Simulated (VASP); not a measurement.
Wanted: the native input for a VASP 6.6.1 run.

- Task: single point
- Functional: PBEsol
- Potentials or basis: VASP PAW PBE potentials, release 64 (Mo_sv, S)
- Cutoff: 520 eV
- k mesh: 10 × 10 × 3
- Occupations: fermi-dirac, width 0.05 eV
- Spin: non-collinear spin, zero start, spin-orbit coupling
- Starting moments: [[0.0, 0.0, 0.0], [0.0, 0.0, 0.0], [0.0, 0.0, 0.0], [0.0, 0.0, 0.0], [0.0, 0.0, 0.0], [0.0, 0.0, 0.0]] μB
- Dipole correction: no
- Further INCAR settings: ALGO = Normal; EDIFF = 1e-06; NBANDS = 68

The structure of MoS2 lies in POSCAR:

```
MoS2
1.0
    3.1690000000      0.0000000000      0.0000000000
   -1.5845000000      2.7444345046      0.0000000000
    0.0000000000      0.0000000000     12.3240000000
Mo S
2 4
Direct
    0.6666666667      0.3333333333      0.7500000000
    0.3333333333      0.6666666667      0.2500000000
    0.6666666667      0.3333333333      0.3770000000
    0.3333333333      0.6666666667      0.8770000000
    0.6666666667      0.3333333333      0.1230000000
    0.3333333333      0.6666666667      0.6230000000
```

The input as run:

INCAR

```
SYSTEM = MoS2
ALGO = Normal
EDIFF = 1E-6
ENCUT = 520
GGA = PS
GGA_COMPAT = .False.
ISIF = 2
ISMEAR = -1
LASPH = .True.
LCHARG = .True.
LMAXMIX = 4
LNONCOLLINEAR = .True.
LORBIT = 11
LORBMOM = .True.
LREAL = .False.
LSORBIT = .True.
LVHAR = .True.
LWAVE = .False.
MAGMOM = 0 0 0 0 0 0 0 0 0 0 0 0 0 0 0 0 0 0
NBANDS = 68
NELM = 150
PREC = Accurate
SIGMA = 0.05
```

KPOINTS

```
k-points
0
Gamma
  10 10 3
  0 0 0
```

Potentials or basis: VASP PAW PBE potentials, release 64 (Mo_sv, S).

Launch:

```sh
$ cat potpaw_PBE.64/Mo_sv/POTCAR potpaw_PBE.64/S/POTCAR > POTCAR
$ mpirun -np 1 vasp_ncl > vasp.out
```

It gave:

```json
{"Pressure": "-3.0 GPa", "Largest force": "0.309 eV/Å", "Net moment": "0.00 μB per cell", "Valence electrons inside the program's atomic spheres": "Mo 12.47; S 3.67"}
```

Caveat: the PAW data sets were made with another functional, which shifts forces and pressure a little; this functional lacks dispersion, which binds the layers, so the pressure and a relaxed spacing across them are unreliable.

It took 3 min on 1 thread of Intel(R) Xeon(R) 6975P-C (Granite Rapids), with other jobs on the host, peak memory 0.59 GiB.
